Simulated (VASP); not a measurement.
Runs of VASP 6.6.1 on Y3N2. The structure is that of space group P6/mmm (No. 191), or close to it. The cells are those of the table. 

| task | potentials or basis | cell | k mesh | cutoff (eV) | second run | gap on the mesh (eV) | pressure (GPa) | relaxed volume (Å³/atom) | largest force (eV/Å) |
| --- | --- | --- | --- | --- | --- | --- | --- | --- | --- |
| relaxation of cell and atoms | VASP PAW PBE potentials, release 64 (Y_sv, N) | relaxed from a = 3.465, b = 3.465, c = 8.605 Å, angles 90.0, 90.0, 120.0°, 5 atoms | 6 × 6 × 2 | 600 | - | none | -0.1 | 24.59 | 0.02 |
| single point | VASP PAW PBE potentials, release 64 (Y_sv, N) | a = 3.429, b = 3.429, c = 12.585 Å, angles 90.0, 90.0, 120.0°, 5 atoms | 6 × 6 × 2 | 520 | - | none | (a) | - | 0.80 |
| single point | VASP PAW PBE potentials, release 64 (Y_sv, N_h) | a = 3.429, b = 3.429, c = 12.585 Å, angles 90.0, 90.0, 120.0°, 5 atoms | 6 × 6 × 2 | 910 | hard_potentials | none | -0.1 | - | 0.04 |
| single point | VASP PAW PBE potentials, release 64 (Y_sv, N) | a = 3.465, b = 3.465, c = 8.605 Å, angles 90.0, 90.0, 120.0°, 5 atoms | 6 × 6 × 2 | 520 | - | none | 89.5 | - | 10.38 |
| relaxation of cell and atoms | VASP PAW PBE potentials, release 64 (Y_sv, N) | relaxed from a = 3.429, b = 3.429, c = 12.585 Å, angles 90.0, 90.0, 120.0°, 5 atoms | 12 × 12 × 4 | 600 | - | none | 0.0 | (b) | 0.01 |
| single point | VASP PAW PBE potentials, release 64 (Y_sv, N) | a = 3.417, b = 3.417, c = 12.705 Å, angles 90.0, 90.0, 120.0°, 5 atoms | 12 × 12 × 4 | 520 | - | none | 0.2 | - | 0.80 |

Alike in all rows: level PBE; no spin polarisation; smearing gaussian 0.1 eV.

Task: Estimate the missing entries.

Result: (a) 0.3; (b) 25.58.

Caveats: some runs use coarse meshes; the standard files for N, O and F lose accuracy on very short bonds (some runs); the volume moved by over 15 % at a fixed basis, so the end points are rough (some runs); the cutoff is under 1.25 times the usual one of these potentials, so pressure, stress and relaxed cells hold a basis-set (Pulay) error (some runs); forces of over 1 eV/Å act on the atoms, so gaps and moduli don't describe the material at rest (some runs).

A k mesh can miss the band edges, and the runs leave out spin-orbit coupling on Y.

A gap of «none» marks levels without a gap at the run's occupations.
